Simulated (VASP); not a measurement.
# W (Im-3m) in VASP: single point with PBEsol

Aim: the single point of W with PBEsol.

All numbers are computed with VASP 6.6.1; they aren't measurements. Logs are shortened: lines on timing, memory, paths and dates and some standing lists are left out, and cuts for length are marked.

## 1. The cell of the first run

It takes space group Im-3m (No. 229, cubic). Conventional cell: a = 3.155 Å, b = 3.155 Å, c = 3.155 Å, α = 90.00°, β = 90.00°, γ = 90.00°. Within 3.6 Å of W (site symmetry m-3m) lie 14 W at 2.73 to 3.15 Å.

## 2. Single point, PBEsol

File INCAR:

```
SYSTEM = W
  PREC = Accurate
  ENCUT = 520
  EDIFF = 1E-6
  ISMEAR = 0
  SIGMA = 0.1
  LREAL = .False.
  LASPH = .True.
  NELM = 80
  ALGO = Fast
  ISIF = 2
  LWAVE = .False.
  LCHARG = .False.
  GGA = PS
  NBANDS = 13
```

File KPOINTS:

```
regular mesh
0
Gamma
  28 28 28
  0 0 0
```

File POSCAR:

```
W
1.0
   -1.5772668767      1.5772668767      1.5772668767
    1.5772668767     -1.5772668767      1.5772668767
    1.5772668767      1.5772668767     -1.5772668767
W
1
Direct
    0.0000000000      0.0000000000      0.0000000000
```

Potentials or basis: VASP PAW PBE potentials, release 64 (W_sv).

Run with:

```bash
$ cat potpaw_PBE.64/W_sv/POTCAR > POTCAR
$ mpirun -np 1 vasp_std > vasp.out
```

OUTCAR:

```text
SYSTEM = W
   PREC = Accurate
   ENCUT = 520
   EDIFF = 1E-6
   ISMEAR = 0
   LREAL = .False.
   LASPH = .True.
   NELM = 80
   ISIF = 2
   GGA = PS

 ion  position               nearest neighbor table
   1  0.000  0.000  0.000-

  LATTYP: Found a body centered cubic cell.
 ALAT       =     3.1545337534

  Lattice vectors:

 A1 = (  -1.5772668767,   1.5772668767,   1.5772668767)
 A2 = (   1.5772668767,  -1.5772668767,   1.5772668767)
 A3 = (   1.5772668767,   1.5772668767,  -1.5772668767)

Analysis of symmetry for initial positions (statically):
=====================================================================
 Subroutine PRICEL returns:
 Original cell was already a primitive cell.

 Routine SETGRP: Setting up the symmetry group for a
 body centered cubic supercell.

 Subroutine GETGRP returns: Found 48 space group operations
 (whereof 48 operations were pure point group operations)
 out of a pool of 48 trial point group operations.

The static configuration has the point symmetry O_h .

Analysis of symmetry for dynamics (positions and initial velocities):
=====================================================================
 Subroutine PRICEL returns:
 Original cell was already a primitive cell.

 Routine SETGRP: Setting up the symmetry group for a
 body centered cubic supercell.

 Subroutine GETGRP returns: Found 48 space group operations
 (whereof 48 operations were pure point group operations)
 out of a pool of 48 trial point group operations.

The dynamic configuration has the point symmetry O_h .

 Subroutine INISYM returns: Found 48 space group operations
 (whereof 48 operations are pure point group operations),
 and found     1 'primitive' translations

----------------------------------------------------------------------------------------

                                     Primitive cell

  volume of cell :      15.6955

  direct lattice vectors                    reciprocal lattice vectors
    -1.577266877  1.577266877  1.577266877     0.000000000  0.317004058  0.317004058
     1.577266877 -1.577266877  1.577266877     0.317004058  0.000000000  0.317004058
     1.577266877  1.577266877 -1.577266877     0.317004058  0.317004058  0.000000000

  length of vectors
     2.731906368  2.731906368  2.731906368     0.448311438  0.448311438  0.448311438

  position of ions in fractional coordinates (direct lattice)
     0.000000000  0.000000000  0.000000000

  ion indices of the primitive-cell ions
   primitive index   ion index
                 1           1

----------------------------------------------------------------------------------------

 KPOINTS: regular mesh

Automatic generation of k-mesh.
 Grid dimensions read from file:
 generate k-points for:   28   28   28

 Generating k-lattice:

  Cartesian coordinates                     Fractional coordinates (reciprocal lattice)
     0.000000000  0.011321573  0.011321573     0.035714286  0.000000000  0.000000000
     0.011321573  0.000000000  0.011321573     0.000000000  0.035714286  0.000000000
     0.011321573  0.011321573  0.000000000     0.000000000  0.000000000  0.035714286

  Length of vectors
     0.016011123  0.016011123  0.016011123

  Shift w.r.t. Gamma in fractional coordinates (k-lattice)
     0.000000000  0.000000000  0.000000000

 Subroutine IBZKPT returns following result:
 ===========================================

 Found    624 irreducible k-points:

 Following reciprocal coordinates:
            Coordinates               Weight
  0.000000  0.000000  0.000000      1.000000
  0.035714  0.000000  0.000000     12.000000
  0.071429  0.000000  0.000000     12.000000
  0.107143  0.000000  0.000000     12.000000
  0.142857  0.000000  0.000000     12.000000
  0.178571  0.000000  0.000000     12.000000
[... 16 lines left out ...]
  0.285714  0.035714  0.000000     48.000000
  0.321429  0.035714 -0.000000     48.000000
 [... further k-points ...]
   k-points           NKPTS =    624   k-points in BZ     NKDIM =    624   number of bands    NBANDS=     13
   number of dos      NEDOS =    301   number of ions     NIONS =      1
   total plane-waves  NPLWV =   8000
   dimension x,y,z NGX =    20 NGY =   20 NGZ =   20
   dimension x,y,z NGXF=    40 NGYF=   40 NGZF=   40
   ions per type =               1
   NGX,Y,Z   is equivalent  to a cutoff of  12.17, 12.17, 12.17 a.u.
   NGXF,Y,Z  is equivalent  to a cutoff of  24.34, 24.34, 24.34 a.u.
 SYSTEM =  W
   PREC   = accura    normal or accurate (medium, high low for compatibility)
   ISTART =      0    job   : 0-new  1-cont  2-samecut
   ICHARG =      2    charge: 1-file 2-atom 10-const
   ISPIN  =      1    spin polarized calculation?
   LNONCOLLINEAR =      F non collinear calculations
   LSORBIT =      F    spin-orbit coupling
   LASPH  =      T    aspherical Exc in radial PAW
   ENCUT  =  520.0 eV  38.22 Ry    6.18 a.u.   5.08  5.08  5.08*2*pi/ulx,y,z
   NELM   =     80;   NELMIN=  2; NELMDL= -5     # of ELM steps
   EDIFF  = 0.1E-05   stopping-criterion for ELM
   LREAL  =      F    real-space projection
[... 7 lines left out ...]
   TEBEG  =    0.0;   TEEND  =   0.0 temperature during run
   PSTRESS=    0.0 pullay stress
   NELECT =      14.0000    total number of electrons
   NUPDOWN=      -1.0000    fix difference up-down
   EMIN   =  10.00;   EMAX   =-10.00  energy-range for DOS
   EFERMI =   0.00;   METHOD = LEGACY
   ISMEAR =     0;   SIGMA  =   0.10  broadening in eV -4-tet -1-fermi 0-gaus
   EFERMI_NEDOS =   21; number of points for ismear=-14 and -15
   IALGO  =     68    algorithm
   IMIX   =      4    mixing-type and parameters
     AMIX     =   0.40;   BMIX     =  1.00
     AMIX_MAG =   1.60;   BMIX_MAG =  1.00
  volume/ion in A,a.u.               =      15.70       105.92
  Fermi-wavevector in a.u.,A,eV,Ry     =   1.575889  2.977999 33.789070  2.483427
  Thomas-Fermi vector in A             =   2.676805
   LORBIT       =      0    0 simple, 1 ext, 2 COOP (PROOUT), +10 PAW based schemes
   GGA     = PS    functional components
   LHFCALC =     F    Hartree Fock is set to
   AEXX    =    0.0000 exact exchange contribution
   IVDW    =     0    specifies the selected vdW correction
   LEPSILON=     F    determine dielectric tensor
   LRPA    =     F    only Hartree local field effects (RPA)
 non-spin polarized calculation
 RMM-DIIS sequential band-by-band and
 Gauss-broadening in eV      SIGMA  =   0.10
  energy-cutoff  :      520.00
  volume of cell :       15.70
 maximum number of plane-waves:       438
   NGX = 11   NGY = 11   NGZ = 11

 number of electron      14.0000005 magnetization

 Free energy of the ion-electron system (eV)
  ---------------------------------------------------
  ext. energy  EPLUGINS =         0.00000000
  ---------------------------------------------------
  free energy    TOTEN  =       -13.80588934 eV

  energy without entropy =      -13.80366981  energy(sigma->0) =      -13.80477958

 E-fermi :  11.4629     XC(G=0): -13.8171

 val. band max:       11.4610157008   @ k =  -0.3214   0.3214   0.2500
 cond. band min:      11.4682557945   @ k =  -0.2143   0.3214   0.1071
 fundamental gap:      0.0072400937
 Fermi energy:        11.4629410172

 k-point     1 :       0.0000    0.0000    0.0000
  band No.  band energies     occupation
      1     -62.7141      2.00000
      2     -26.2569      2.00000
      3     -26.2569      2.00000
      4     -26.2569      2.00000
      5       1.7103      2.00000
      6      10.1670      2.00000
      7      10.1671      2.00000
      8      10.1671      2.00000
      9      13.6782      0.00000
     10      13.6782      0.00000
     11      25.9824      0.00000
     12      25.9824      0.00000
     13      25.9824      0.00000

 k-point     2 :       0.0357    0.0000    0.0000
  band No.  band energies     occupation
      1     -62.7123      2.00000
      2     -26.2751      2.00000
      3     -26.2625      2.00000
      4     -26.2570      2.00000
      5       1.7735      2.00000
      6      10.1280      2.00000
      7      10.1592      2.00000
      8      10.2278      2.00000
      9      13.6126      0.00000
     10      13.6783      0.00000
     11      26.0380      0.00000
     12      26.0896      0.00000
     13      26.1428      0.00000

 k-point     3 :       0.0714    0.0000    0.0000
  band No.  band energies     occupation
      1     -62.7072      2.00000
      2     -26.3287      2.00000
      3     -26.2792      2.00000
      4     -26.2573      2.00000
      5       1.9603      2.00000
      6      10.0151      2.00000
      7      10.1304      2.00000
      8      10.4091      2.00000
      9      13.4413      0.00000
     10      13.6800      0.00000
     11      26.1946      0.00000
     12      26.4070      0.00000
     13      26.5944      0.00000

 k-point     4 :       0.1071    0.0000    0.0000
  band No.  band energies     occupation
      1     -62.6988      2.00000
      2     -26.4141      2.00000
      3     -26.3059      2.00000
      4     -26.2577      2.00000
      5       2.2616      2.00000
      6       9.8394      2.00000
      7      10.0668      2.00000
      8      10.7086      2.00000
      9      13.2277      0.00000
     10      13.6871      0.00000
     11      26.4192      0.00000
     12      26.9224      0.00000
     13      27.2528      0.00000

 k-point     5 :       0.1429    0.0000    0.0000
  band No.  band energies     occupation
      1     -62.6878      2.00000
      2     -26.5263      2.00000
      3     -26.3412      2.00000
      4     -26.2583      2.00000
      5       2.6617      2.00000
      6       9.6164      2.00000
      7       9.9550      2.00000
      8      11.1220      2.00000
      9      13.0462      0.00000
     10      13.7049      0.00000
     11      26.6455      0.00000
     12      27.6190      0.00000
     13      27.9767      0.00000

 k-point     6 :       0.1786    0.0000    0.0000
  band No.  band energies     occupation
      1     -62.6745      2.00000
      2     -26.6585      2.00000
      3     -26.3832      2.00000
      4     -26.2591      2.00000
      5       3.1361      2.00000
      6       9.3636      2.00000
      7       9.7995      2.00000
      8      11.6435      0.01069
      9      12.9508      0.00000
     10      13.7389      0.00000
     11      26.7643      0.00000
     12      28.4770      0.00000
     13      28.5366      0.00000

 k-point     7 :       0.2143    0.0000    0.0000
  band No.  band energies     occupation
      1     -62.6596      2.00000
      2     -26.8033      2.00000
      3     -26.4297      2.00000
      4     -26.2599      2.00000
      5       3.6491      2.00000
      6       9.0975      2.00000
      7       9.6377      2.00000
      8      12.2645      0.00000
      9      12.9581      0.00000
     10      13.7937      0.00000
     11      26.6491      0.00000
     12      28.6212      0.00000
     13      29.4765      0.00000
[... 193 lines left out ...]
 k-point    20 :       0.1786    0.0357   -0.0000
  band No.  band energies     occupation
      1     -62.6662      2.00000
      2     -26.7382      2.00000
      3     -26.4044      2.00000
      4     -26.2662      2.00000
      5       3.4321      2.00000
      6       9.2320      2.00000
      7       9.6670      2.00000
      8      12.0091      0.00000
      9      12.8826      0.00000
     10      13.8156      0.00000
     11      26.8126      0.00000
     12      28.6387      0.00000
     13      28.9475      0.00000

 k-point    21 :       0.2143    0.0357   -0.0000
  band No.  band energies     occupation
      1     -62.6509      2.00000
      2     -26.8839      2.00000
      3     -26.4532      2.00000
      4     -26.2672      2.00000
      5       3.9465      2.00000
      6       8.9660      2.00000
      7       9.5258      2.00000
      8      12.6693      0.00000
      9      12.9413      0.00000
     10      13.8892      0.00000
     11      26.5444      0.00000
     12      28.4208      0.00000
     13      29.9219      0.00000

 k-point    22 :       0.2500    0.0357    0.0000
  band No.  band energies     occupation
      1     -62.6352      2.00000
      2     -27.0307      2.00000
      3     -26.5029      2.00000
      4     -26.2682      2.00000
      5       4.4200      2.00000
      6       8.7087      2.00000
      7       9.4822      2.00000
      8      13.0450      0.00000
      9      13.4422      0.00000
     10      13.9813      0.00000
     11      26.0136      0.00000
     12      27.6945      0.00000
     13      31.0179      0.00000

 k-point    23 :       0.2857    0.0357    0.0000
  band No.  band energies     occupation
      1     -62.6199      2.00000
      2     -27.1713      2.00000
      3     -26.5510      2.00000
      4     -26.2692      2.00000
      5       4.7902      2.00000
      6       8.4711      2.00000
      7       9.6098      2.00000
      8      13.2225      0.00000
      9      14.0893      0.00000
     10      14.2495      0.00000
     11      25.3491      0.00000
     12      26.7095      0.00000
     13      32.2022      0.00000

 k-point    24 :       0.3214    0.0357   -0.0000
  band No.  band energies     occupation
      1     -62.6057      2.00000
      2     -27.2992      2.00000
      3     -26.5951      2.00000
      4     -26.2701      2.00000
      5       5.0194      2.00000
      6       8.2618      2.00000
      7       9.9431      2.00000
      8      13.4067      0.00000
      9      14.2084      0.00000
     10      15.0967      0.00000
     11      24.6666      0.00000
     12      25.6493      0.00000
     13      32.1997      0.00000

 [... further k-points ...]
[... 5 lines left out ...]
  --------------------------------------------------------------------------------------
  -------------------------------------------------------------------------------------
  Total        0.0442524      0.0442524      0.0442524     -0.0000000     -0.0000000      0.0000000
  in kB        4.5172226      4.5172226      4.5172226     -0.0000000     -0.0000000      0.0000000
  external PRESSURE =       4.5172226 kB  Pullay stress =       0.0000000 kB

 VOLUME and BASIS-vectors are now :
 -----------------------------------------------------------------------------
  energy-cutoff  :      520.00
  volume of cell :       15.70
      direct lattice vectors                 reciprocal lattice vectors
    -1.577266877  1.577266877  1.577266877     0.000000000  0.317004058  0.317004058
     1.577266877 -1.577266877  1.577266877     0.317004058  0.000000000  0.317004058
     1.577266877  1.577266877 -1.577266877     0.317004058  0.317004058  0.000000000

 POSITION                                       TOTAL-FORCE (eV/Angst)
 -----------------------------------------------------------------------------------
      0.00000      0.00000      0.00000        -0.000000      0.000000      0.000000
 -----------------------------------------------------------------------------------
    total drift:                                0.000000     -0.000000      0.000000

  FREE ENERGIE OF THE ION-ELECTRON SYSTEM (eV)
  ---------------------------------------------------
  free  energy   TOTEN  =       -13.8058893441 eV

  energy  without entropy=      -13.8036698102  energy(sigma->0) =      -13.80477958
```

It took 2 min on 1 thread of Intel Xeon 8259CL, shared host; peak memory 0.23 GiB.

What came out:

```
Free energy            : -13.8059 eV
Pressure               : 0.5 GPa
Band gap on the k mesh : zero (bands 7 and 8 overlap by 6.50 eV)
```

Levels at points of the mesh, in eV from the Fermi level:
```tsv
k point	band 4	band 5	band 6	band 7	band 8	band 9	band 10	band 11
(0.00, 0.00, 0.00)	-37.72	-9.75	-1.30	-1.30	-1.30	2.22	2.22	14.52
(0.50, 0.00, 0.00)	-37.73	-6.40	-3.67	0.69	2.12	3.11	6.21	11.19
(0.50, 0.50, 0.50)	-38.65	-5.98	-5.98	5.21	5.21	5.21	8.29	8.29
```

Caveat: the PAW data sets were made with another functional, which shifts forces and pressure a little; spin-orbit coupling is left out, which moves the levels of the heavy elements.
